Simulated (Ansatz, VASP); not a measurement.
## One calculation of TiAl, two programs

```
CELL_PARAMETERS angstrom
3.15604 0.00000 0.00000
0.00000 3.15604 0.00000
0.00000 0.00000 3.33656
ATOMIC_POSITIONS crystal
Ti 0.00000 0.00000 0.00000
Al 0.50000 0.50000 0.50000
```

Alike in both runs: task single point; functional LDA; k mesh 16 × 16 × 16; occupations gaussian, width 0.15 eV; no spin polarisation.

|  | VASP | Ansatz |
| --- | --- | --- |
| version | VASP 6.6.1 | Ansatz 0.2.0 |
| potentials or method | VASP PAW LDA potentials, release 64 (Ti_sv, Al), cutoff 520 eV | scalar-relativistic, plane waves, PAW |
| valence electrons in the cell | 15 | 15 |

```tsv
	VASP	Ansatz	Ansatz less VASP
gap on the k mesh at the Fermi level (eV)	none	none	-
pressure (GPa)	-8.9	-9.0	-0.14
traceless stress, the component that is largest in VASP (GPa)	3.00	2.99	-0.010
```

Ansatz warns that its potentials were made for another functional, while VASP's fit it. LDA's correlation is that of Perdew and Zunger in VASP and of Perdew and Wang (1992) in Ansatz. A gap of «none» marks a metal or a gap that the smearing closes.
